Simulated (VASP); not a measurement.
# Al (Fm-3m) in VASP: a series of runs

The runs below take Al through single point, with PBEsol.

All numbers are computed with VASP 6.6.1; they aren't measurements. Logs are shortened: lines on timing, memory, paths and dates and some standing lists are left out, and cuts for length are marked.

**1. The cell of the first run**

The structure is cubic, space group Fm-3m (No. 225). Conventional cell: a = 4.016 Å, b = 4.016 Å, c = 4.016 Å, α = 90.00°, β = 90.00°, γ = 90.00°. Within 3.7 Å of Al (site symmetry m-3m) lie 12 Al at 2.84 Å.

**2. Single point, PBEsol**

INCAR

```
SYSTEM = Al
PREC = Accurate ; ENCUT = 520
EDIFF = 1E-7 ; ISMEAR = -1
SIGMA = 0.08 ; LREAL = .False.
LASPH = .True. ; NELM = 80
ALGO = Normal ; ISIF = 2
LWAVE = .False. ; LCHARG = .False.
GGA = PS ; NBANDS = 8
```

KPOINTS

```
Automatic mesh
0
Gamma
  18 18 18
  0 0 0
```

POSCAR

```
Al
1.0
    0.0000000000      2.0077939622      2.0077939622
    2.0077939622      0.0000000000      2.0077939622
    2.0077939622      2.0077939622      0.0000000000
Al
1
Direct
    0.0000000000      0.0000000000      0.0000000000
```

Potentials or basis: VASP PAW PBE potentials, release 64 (Al).

Started as:

```sh
$ cat potpaw_PBE.64/Al/POTCAR > POTCAR
$ mpirun -np 1 vasp_std > vasp.out
```

OUTCAR:

```text
SYSTEM = Al
   PREC = Accurate
   ENCUT = 520
   EDIFF = 1E-7
   ISMEAR = -1
   LREAL = .False.
   LASPH = .True.
   NELM = 80
   ISIF = 2
   GGA = PS

 ion  position               nearest neighbor table
   1  0.000  0.000  0.000-

  LATTYP: Found a face centered cubic cell.
 ALAT       =     4.0155879244

  Lattice vectors:

 A1 = (   0.0000000000,   2.0077939622,   2.0077939622)
 A2 = (   2.0077939622,   0.0000000000,   2.0077939622)
 A3 = (   2.0077939622,   2.0077939622,   0.0000000000)

Analysis of symmetry for initial positions (statically):
=====================================================================
 Subroutine PRICEL returns:
 Original cell was already a primitive cell.

 Routine SETGRP: Setting up the symmetry group for a
 face centered cubic supercell.

 Subroutine GETGRP returns: Found 48 space group operations
 (whereof 48 operations were pure point group operations)
 out of a pool of 48 trial point group operations.

The static configuration has the point symmetry O_h .

Analysis of symmetry for dynamics (positions and initial velocities):
=====================================================================
 Subroutine PRICEL returns:
 Original cell was already a primitive cell.

 Routine SETGRP: Setting up the symmetry group for a
 face centered cubic supercell.

 Subroutine GETGRP returns: Found 48 space group operations
 (whereof 48 operations were pure point group operations)
 out of a pool of 48 trial point group operations.

The dynamic configuration has the point symmetry O_h .

 Subroutine INISYM returns: Found 48 space group operations
 (whereof 48 operations are pure point group operations),
 and found     1 'primitive' translations

----------------------------------------------------------------------------------------

                                     Primitive cell

  volume of cell :      16.1878

  direct lattice vectors                    reciprocal lattice vectors
     0.000000000  2.007793962  2.007793962    -0.249029537  0.249029537  0.249029537
     2.007793962  0.000000000  2.007793962     0.249029537 -0.249029537  0.249029537
     2.007793962  2.007793962  0.000000000     0.249029537  0.249029537 -0.249029537

  length of vectors
     2.839449452  2.839449452  2.839449452     0.431331810  0.431331810  0.431331810

  position of ions in fractional coordinates (direct lattice)
     0.000000000  0.000000000  0.000000000

  ion indices of the primitive-cell ions
   primitive index   ion index
                 1           1

----------------------------------------------------------------------------------------

 KPOINTS: Automatic mesh

Automatic generation of k-mesh.
 Grid dimensions read from file:
 generate k-points for:   18   18   18

 Generating k-lattice:

  Cartesian coordinates                     Fractional coordinates (reciprocal lattice)
    -0.013834974  0.013834974  0.013834974     0.055555556  0.000000000  0.000000000
     0.013834974 -0.013834974  0.013834974     0.000000000  0.055555556  0.000000000
     0.013834974  0.013834974 -0.013834974     0.000000000  0.000000000  0.055555556

  Length of vectors
     0.023962878  0.023962878  0.023962878

  Shift w.r.t. Gamma in fractional coordinates (k-lattice)
     0.000000000  0.000000000  0.000000000

 Subroutine IBZKPT returns following result:
 ===========================================

 Found    195 irreducible k-points:

 Following reciprocal coordinates:
            Coordinates               Weight
  0.000000  0.000000  0.000000      1.000000
  0.055556  0.000000  0.000000      8.000000
  0.111111  0.000000  0.000000      8.000000
  0.166667  0.000000  0.000000      8.000000
  0.222222  0.000000  0.000000      8.000000
  0.277778  0.000000  0.000000      8.000000
[... 16 lines left out ...]
 -0.277778  0.055556  0.000000     24.000000
 -0.222222  0.055556  0.000000     24.000000
 [... further k-points ...]
   k-points           NKPTS =    195   k-points in BZ     NKDIM =    195   number of bands    NBANDS=      8
   number of dos      NEDOS =    301   number of ions     NIONS =      1
   total plane-waves  NPLWV =  13824
   dimension x,y,z NGX =    24 NGY =   24 NGZ =   24
   dimension x,y,z NGXF=    48 NGYF=   48 NGZF=   48
   ions per type =               1
   NGX,Y,Z   is equivalent  to a cutoff of  14.05, 14.05, 14.05 a.u.
   NGXF,Y,Z  is equivalent  to a cutoff of  28.10, 28.10, 28.10 a.u.
 SYSTEM =  Al
   PREC   = accura    normal or accurate (medium, high low for compatibility)
   ISTART =      0    job   : 0-new  1-cont  2-samecut
   ICHARG =      2    charge: 1-file 2-atom 10-const
   ISPIN  =      1    spin polarized calculation?
   LNONCOLLINEAR =      F non collinear calculations
   LSORBIT =      F    spin-orbit coupling
   LASPH  =      T    aspherical Exc in radial PAW
   ENCUT  =  520.0 eV  38.22 Ry    6.18 a.u.   5.28  5.28  5.28*2*pi/ulx,y,z
   NELM   =     80;   NELMIN=  2; NELMDL= -5     # of ELM steps
   EDIFF  = 0.1E-06   stopping-criterion for ELM
   LREAL  =      F    real-space projection
   EDIFFG = 0.1E-05   stopping-criterion for IOM
   NSW    =      0    number of steps for IOM
   IBRION =     -1    ionic relax: 0-MD 1-quasi-New 2-CG
   NFREE  =      0    steps in history (QN), initial steepest desc. (CG)
   ISIF   =      2    stress and relaxation
   ISYM   =      2    0-nonsym 1-usesym 2-fastsym
   POTIM  = 0.5000    time-step for ionic-motion
   TEBEG  =    0.0;   TEEND  =   0.0 temperature during run
   PSTRESS=    0.0 pullay stress
   NELECT =       3.0000    total number of electrons
   NUPDOWN=      -1.0000    fix difference up-down
   EMIN   =  10.00;   EMAX   =-10.00  energy-range for DOS
   EFERMI =   0.00;   METHOD = LEGACY
   ISMEAR =    -1;   SIGMA  =   0.08  broadening in eV -4-tet -1-fermi 0-gaus
   EFERMI_NEDOS =   21; number of points for ismear=-14 and -15
   IALGO  =     38    algorithm
   IMIX   =      4    mixing-type and parameters
     AMIX     =   0.40;   BMIX     =  1.00
     AMIX_MAG =   1.60;   BMIX_MAG =  1.00
  volume/ion in A,a.u.               =      16.19       109.24
  Fermi-wavevector in a.u.,A,eV,Ry     =   0.933368  1.763809 11.853059  0.871175
  Thomas-Fermi vector in A             =   2.060062
   LORBIT       =      0    0 simple, 1 ext, 2 COOP (PROOUT), +10 PAW based schemes
   GGA     = PS    functional components
   LHFCALC =     F    Hartree Fock is set to
   AEXX    =    0.0000 exact exchange contribution
   IVDW    =     0    specifies the selected vdW correction
   LEPSILON=     F    determine dielectric tensor
   LRPA    =     F    only Hartree local field effects (RPA)
 non-spin polarized calculation
  energy-cutoff  :      520.00
  volume of cell :       16.19
 maximum number of plane-waves:       448
 NGX is ok and might be reduce to    24

 number of electron       3.0000000 magnetization

 Free energy of the ion-electron system (eV)
  ---------------------------------------------------
  ext. energy  EPLUGINS =         0.00000000
  ---------------------------------------------------
  free energy    TOTEN  =        -4.09457996 eV

  energy without entropy =       -4.08502182  energy(sigma->0) =       -4.08980089

 E-fermi :   8.1384     XC(G=0): -10.3266

 val. band max:        8.1264489267   @ k =  -0.2778   0.2778   0.0556
 cond. band min:       8.1493729806   @ k =  -0.4444   0.3333   0.1111
 fundamental gap:      0.0229240538
 Fermi energy:         8.1384020680

 k-point     1 :       0.0000    0.0000    0.0000
  band No.  band energies     occupation
      1      -3.1122      2.00000
      2      20.8511      0.00000
      3      20.8511      0.00000
      4      20.8511      0.00000
      5      22.4879      0.00000
      6      22.4879      0.00000
      7      22.4879      0.00000
      8      24.7743      0.00000

 k-point     2 :       0.0556    0.0000    0.0000
  band No.  band energies     occupation
      1      -3.0272      2.00000
      2      19.3498      0.00000
      3      20.5574      0.00000
      4      20.5574      0.00000
      5      22.9147      0.00000
      6      22.9147      0.00000
      7      23.0360      0.00000
      8      25.6677      0.00000

 k-point     3 :       0.1111    0.0000    0.0000
  band No.  band energies     occupation
      1      -2.7727      2.00000
      2      17.1127      0.00000
      3      20.0583      0.00000
      4      20.0583      0.00000
      5      23.0876      0.00000
      6      23.7847      0.00000
      7      23.7847      0.00000
      8      26.2107      0.00000

 k-point     4 :       0.1667    0.0000    0.0000
  band No.  band energies     occupation
      1      -2.3495      2.00000
      2      14.8557      0.00000
      3      19.6171      0.00000
      4      19.6171      0.00000
      5      22.9178      0.00000
      6      24.3873      0.00000
      7      24.3873      0.00000
      8      25.5620      0.00000

 k-point     5 :       0.2222    0.0000    0.0000
  band No.  band energies     occupation
      1      -1.7592      2.00000
      2      12.6741      0.00000
      3      19.2914      0.00000
      4      19.2914      0.00000
      5      22.7413      0.00000
      6      23.5735      0.00000
      7      23.5735      0.00000
      8      26.5396      0.00000
[... 177 lines left out ...]
 k-point    22 :      -0.3333    0.0556    0.0000
  band No.  band energies     occupation
      1       0.3288      2.00000
      2       8.0957      1.26046
      3      17.3578      0.00000
      4      20.2524      0.00000
      5      20.3118      0.00000
      6      21.7600      0.00000
      7      23.3250      0.00000
      8      26.2283      0.00000

 k-point    23 :      -0.2778    0.0556    0.0000
  band No.  band energies     occupation
      1      -0.6417      2.00000
      2       9.9995      0.00000
      3      17.3758      0.00000
      4      20.2816      0.00000
      5      21.1708      0.00000
      6      22.6299      0.00000
      7      23.2796      0.00000
      8      27.0260      0.00000

 k-point    24 :      -0.2222    0.0556    0.0000
  band No.  band energies     occupation
      1      -1.4510      2.00000
      2      12.0274      0.00000
      3      17.5390      0.00000
      4      20.4173      0.00000
      5      22.1759      0.00000
      6      23.2582      0.00000
      7      23.7004      0.00000
      8      25.9111      0.00000

 [... further k-points ...]
[... 5 lines left out ...]
  --------------------------------------------------------------------------------------
  -------------------------------------------------------------------------------------
  Total        0.0027519      0.0027519      0.0027519      0.0000000      0.0000000     -0.0000000
  in kB        0.2723637      0.2723637      0.2723637      0.0000000      0.0000000     -0.0000000
  external PRESSURE =       0.2723637 kB  Pullay stress =       0.0000000 kB

 VOLUME and BASIS-vectors are now :
 -----------------------------------------------------------------------------
  energy-cutoff  :      520.00
  volume of cell :       16.19
      direct lattice vectors                 reciprocal lattice vectors
     0.000000000  2.007793962  2.007793962    -0.249029537  0.249029537  0.249029537
     2.007793962  0.000000000  2.007793962     0.249029537 -0.249029537  0.249029537
     2.007793962  2.007793962  0.000000000     0.249029537  0.249029537 -0.249029537

 POSITION                                       TOTAL-FORCE (eV/Angst)
 -----------------------------------------------------------------------------------
      0.00000      0.00000      0.00000         0.000000      0.000000      0.000000
 -----------------------------------------------------------------------------------
    total drift:                               -0.000000      0.000000      0.000000

  FREE ENERGIE OF THE ION-ELECTRON SYSTEM (eV)
  ---------------------------------------------------
  free  energy   TOTEN  =        -4.0945799623 eV

  energy  without entropy=       -4.0850218186  energy(sigma->0) =       -4.08980089
```

It took 6.8 s on 1 thread of Intel Xeon 6975P-C (Granite Rapids), shared host; peak memory 0.14 GiB.

Results:

```yaml
Free_energy: -4.0946 eV
Pressure: 0.0 GPa
Band_gap_on_the_k_mesh: zero (an odd number of electrons rules out a gap without spin polarisation)
```

Caveat: the PAW data sets were made with another functional, which shifts forces and pressure a little.

**3. Single point, PBEsol**

This run uses another cell than the first one: it holds 2 atoms, not 1.

INCAR

```
SYSTEM = Al
PREC = Accurate ; ENCUT = 520
EDIFF = 1E-7 ; ISMEAR = -1
SIGMA = 0.08 ; LREAL = .FALSE.
LASPH = .TRUE. ; NELM = 80
ALGO = Normal ; ISIF = 2
LWAVE = .FALSE. ; LCHARG = .TRUE.
GGA = PS ; LELF = .TRUE.
LVHAR = .TRUE. ; NBANDS = 10
```

KPOINTS

```
regular mesh
0
G
  14 14 10
  0 0 0
```

POSCAR

```
Al
1.0
    2.0077939622      2.0077939622      0.0000000000
   -2.0077939622      2.0077939622      0.0000000000
    0.0000000000      0.0000000000      4.0155879245
Al
2
Direct
    0.0000000000      0.0000000000      0.0000000000
    0.5000000000      0.5000000000      0.5000000000
```

Potentials or basis: VASP PAW PBE potentials, release 64 (Al).

Started as:

```sh
$ cat potpaw_PBE.64/Al/POTCAR > POTCAR
$ mpirun -np 1 vasp_std > vasp.out
```

Run time: 13 s. Hardware: 1 thread of Intel Xeon 6975P-C (Granite Rapids), shared host; peak memory 0.18 GiB.

Results (log left out):

```yaml
Free_energy: -8.1886 eV
Pressure: 0.0 GPa
Band_gap_on_the_k_mesh: zero (bands 3 and 4 overlap by 11.91 eV)
```

Levels at points of the mesh, in eV from the Fermi level:
```
           k point  band 1  band 2  band 3  band 4  band 5  band 6  band 7
(0.00, 0.00, 0.00)  -11.27   -2.97   -1.62    5.25    5.67    5.67    9.23
(0.50, 0.00, 0.00)   -6.76   -6.76    1.23    1.23    2.80    2.80    9.58
(0.50, 0.50, 0.00)   -2.97   -2.97   -1.62   -1.62    5.25    5.25    5.67
(0.00, 0.00, 0.50)   -9.00   -9.00    7.50    7.50    7.61    7.61    7.61
(0.50, 0.00, 0.50)   -4.68   -4.68   -4.41   -4.41   11.51   11.51   11.51
(0.50, 0.50, 0.50)   -0.88   -0.88   -0.88   -0.88    0.11    0.11    1.21
```

Caveat: the PAW data sets were made with another functional, which shifts forces and pressure a little.

The gap in the log of VASP goes by the Fermi energy; the results here count the filled bands.